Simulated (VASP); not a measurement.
# SiC: single point with PBEsol

SiC:

```xyz
2
Lattice="0.0000 2.1784 2.1784 2.1784 0.0000 2.1784 2.1784 2.1784 0.0000" Properties=species:S:1:pos:R:3 pbc="T T T"
Si    0.0051    0.0000    0.0051
C     3.2556    3.2676    3.2556
```

This cell differs from its parent crystal: mode 4 frozen in at -0.012 Å and mode 5 at -0.012 Å (largest displacements).

| Item | Value |
| --- | --- |
| Program | VASP 6.6.1 |
| Task | single point |
| Functional | PBEsol |
| Potentials or basis | VASP PAW PBE potentials, release 64 (Si, C) |
| Cutoff | 520 eV |
| k mesh | 10 × 10 × 10 |
| Occupations | gaussian, width 0.05 eV |
| Spin | no spin polarisation |
| Dipole correction | no |
| Further INCAR settings | ALGO = Normal; EDIFF = 1e-06; NBANDS = 11 |

```
Pressure               : 0.4 GPa
Largest force          : 0.466 eV/Å
Band gap on the k mesh : 1.12 eV, indirect (least direct gap 4.40 eV)
```

Forces on the atoms (eV/Å):
```
Si  -0.329  0.020 -0.329
C    0.329 -0.020  0.329
```

Stress tensor (GPa, compression positive):
```
 0.41 -1.14  0.09
-1.14  0.47 -1.14
 0.09 -1.14  0.41
```

Levels at points of the mesh, in eV from the valence-band top:
```tsv
k point	band 1	band 2	band 3	band 4	band 5	band 6	band 7	band 8
(0.00, 0.00, 0.00)	-15.54	-0.23	-0.11	0.00	6.08	7.09	7.13	7.18
(0.50, 0.00, 0.00)	-11.94	-8.72	-1.26	-1.08	5.26	6.92	7.14	9.81
(0.00, 0.50, 0.00)	-11.91	-8.78	-1.19	-1.08	5.26	7.00	7.13	9.80
(0.50, 0.50, 0.50)	-11.97	-8.65	-1.26	-1.15	5.27	6.93	7.06	9.81
(0.50, 0.50, 0.00)	-10.47	-7.95	-3.37	-3.28	1.12	4.09	13.85	13.85
(0.50, 0.00, 0.50)	-10.47	-7.95	-3.32	-3.32	1.12	4.09	13.85	13.85
```

Wall time 17 s on 1 thread of Intel(R) Xeon(R) 6975P-C (Granite Rapids) (shared host), peak memory 0.17 GiB.

Caveat: the cell differs from its parent crystal (mode 4 frozen in at -0.012 Å and mode 5 at -0.012 Å (largest displacements)); the PAW data sets were made with another functional, which shifts forces and pressure a little. A k mesh can miss the band edges.
